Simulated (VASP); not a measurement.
Set up this calculation in VASP 6.6.1, as the native input.

```yaml
Task: relaxation of cell and atoms
Functional: PBE
Potentials_or_basis: VASP PAW PBE potentials, release 64 (Co)
Cutoff: 600 eV
k_mesh: 17 × 17 × 10
Occupations: fermi-dirac, width 0.05 eV
Spin: no spin polarisation
Dipole_correction: no
Further_INCAR_settings: ALGO = Normal; EDIFF = 1e-07; IBRION = 2; EDIFFG = -0.005; NSW = 60; ISIF = 3
```

The structure of Co lies in POSCAR:

```
Co
1.0
    2.4911007134      0.0000000000      0.0000000000
   -1.2455503567      2.1573565012      0.0000000000
    0.0000000000      0.0000000000      4.0355831558
Co
2
Direct
    0.3333333333      0.6666666667      0.2500000000
    0.6666666667      0.3333333333      0.7500000000
```

These files were run (other wordings do the same):

INCAR

```
PREC     = Accurate       # precision mode
ENCUT    = 600            # plane-wave cutoff, eV
EDIFF    = 1E-7           # SCF threshold, eV
ISMEAR   = -1             # smearing method
SIGMA    = 0.05           # smearing width, eV
LREAL    = False          # projectors in reciprocal space
LASPH    = True           # aspherical terms in the spheres
NELM     = 100            # most SCF steps
ALGO     = Normal         # electronic algorithm
ISIF     = 3              # what is computed and relaxed
LWAVE    = False          # write WAVECAR
LCHARG   = False          # write CHGCAR
GGA      = PE             # functional
IBRION   = 2              # ionic algorithm
NSW      = 60             # ionic steps
EDIFFG   = -0.005         # ionic threshold
```

KPOINTS

```
Automatic mesh
0
Gamma
  17 17 10
```

Potentials or basis: VASP PAW PBE potentials, release 64 (Co).

The run is started by

```console
$ cat potpaw_PBE.64/Co/POTCAR > POTCAR
$ mpirun -np 1 vasp_std > vasp.out
```

Results of the run:

```yaml
Relaxed_volume: 10.30 Å³/atom
Relaxed_cell: a = 2.452 Å, b = 2.452 Å, c = 3.954 Å, α = 90.00°, β = 90.00°, γ = 120.00°
Space_group_after_relaxing_to_0.1_Å: P6_3/mmc (No. 194)
Energy_gained_by_relaxing: 20.9 meV/atom
Ionic_steps: 9
Pressure_after_relaxing: 0.0 GPa
Band_gap_on_the_k_mesh: zero (bands 9 and 10 overlap by 1.52 eV)
```

Caveat: the run has no spin polarisation, though such a crystal can be magnetic.

Run time: 2.4 min on 1 thread of Intel(R) Xeon(R) Platinum 8375C CPU @ 2.90GHz (Ice Lake) (shared host), peak memory 0.19 GiB.
